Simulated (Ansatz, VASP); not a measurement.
# Two plane-wave programs on Ag

```
Ag
1.0
    -1.57287    1.57287    1.57287
     1.57287   -1.57287    1.57287
     1.57287    1.57287   -1.57287
Ag
1
Direct
  0.00000 0.00000 0.00000
```

Change from the starting cell: strain -0.050 along x and y, -0.050 along z, atoms carried along.

Alike in both runs: task single point; functional LDA; k mesh 20 × 20 × 20; occupations gaussian, width 0.15 eV; no spin polarisation.

|  | VASP | Ansatz |
| --- | --- | --- |
| version | VASP 6.6.1 | Ansatz 0.2.0 |
| potentials or method | VASP PAW LDA potentials, release 64 (Ag), cutoff 520 eV | scalar-relativistic, plane waves, PAW |
| valence electrons in the cell | 11 | 19 |

Ansatz gave:

- gap on the k mesh at the Fermi level (eV): none
- pressure (GPa): 5.1

Q: Which values does VASP return?

A: gap on the k mesh at the Fermi level (eV): none; pressure (GPa): 5.2.

LDA's correlation is that of Perdew and Zunger in VASP and of Perdew and Wang (1992) in Ansatz. A gap of «none» marks a metal or a gap that the smearing closes. VASP's potentials hold 11 valence electrons a cell and Ansatz's 19, so a difference there can come from the potentials and not from the codes.
